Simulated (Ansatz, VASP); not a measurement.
## Two plane-wave programs on WC

```
W C
1.0
    -0.00731    2.18903    2.18903
     2.18903   -0.00731    2.18903
     2.18903    2.18903   -0.00731
W C
1 1
Direct
  0.00000 0.00000 0.00000
  0.50000 0.50000 0.50000
```

Alike in both runs: task single point; functional r2SCAN; k mesh 14 × 14 × 14; occupations fermi-dirac, width 0.1 eV; no spin polarisation.

|  | VASP | Ansatz |
| --- | --- | --- |
| version | VASP 6.6.1 | Ansatz 0.2.0 |
| potentials or method | VASP PAW PBE potentials, release 64 (W_sv, C), cutoff 520 eV | plane waves, PAW |
| valence electrons in the cell | 18 | 18 |

|  | VASP | Ansatz | Ansatz less VASP |
| --- | --- | --- | --- |
| pressure (GPa) | -3.4 | -5.0 | -1.59 |
| traceless stress, the component that is largest in VASP (GPa) | 0.34 | 0.33 | -0.002 |

VASP's potentials were made for PBE, not for r2SCAN.

Neither program's run includes spin-orbit coupling.
